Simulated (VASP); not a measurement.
Write the native input for VASP 6.6.1 that does the following.

| Quantity | Value |
| --- | --- |
| Task | single point |
| Functional | PBEsol |
| Potentials or basis | VASP PAW PBE potentials, release 64 (Ga_d, As) |
| Cutoff | 520 eV |
| k mesh | 9 × 6 × 1 |
| Occupations | gaussian, width 0.05 eV |
| Spin | no spin polarisation |
| Dipole correction | yes |
| Further INCAR settings | ALGO = Normal; EDIFF = 1e-06; NBANDS = 36 |

The structure of GaAs lies in POSCAR:

```
GaAs
1.0
    4.0010046241      0.0000000000      0.0000000000
    0.0000000000      5.6582750025      0.0000000000
    0.0000000000      0.0000000000     19.0010046241
Ga As
3 3
Direct
    0.5000000000      0.5000000000      0.3947159715
    0.0000000000      0.0000000000      0.5000000000
    0.5000000000      0.5000000000      0.6052840285
    0.0000000000      0.7500000000      0.3947159715
    0.5000000000      0.2500000000      0.5000000000
    0.0000000000      0.7500000000      0.6052840285
```

The input as run:

INCAR

```
ALGO = Normal
DIPOL = 0.5 0.5 0.500
EDIFF = 1E-6
ENCUT = 520
GGA = PS
IDIPOL = 3
ISIF = 2
ISMEAR = 0
LASPH = T
LCHARG = F
LDIPOL = T
LREAL = F
LWAVE = F
NBANDS = 36
NELM = 100
PREC = Accurate
SIGMA = 0.05
```

KPOINTS

```
k-points
0
Gamma
  9 6 1
```

Potentials or basis: VASP PAW PBE potentials, release 64 (Ga_d, As).

Launch:

```console
$ cat potpaw_PBE.64/Ga_d/POTCAR potpaw_PBE.64/As/POTCAR > POTCAR
$ mpirun -np 1 vasp_std > vasp.out
```

Results of the run:

```yaml
Largest_force: 1.278 eV/Å
Band_gap_on_the_k_mesh: 0.02 eV, indirect (least direct gap 0.06 eV)
```

Caveat: the PAW data sets were made with another functional, which shifts forces and pressure a little.

Wall time 12 min on 1 thread of Intel(R) Xeon(R) Platinum 8124M CPU @ 3.00GHz (Skylake/Cascade Lake), on a shared host, peak memory 0.57 GiB.
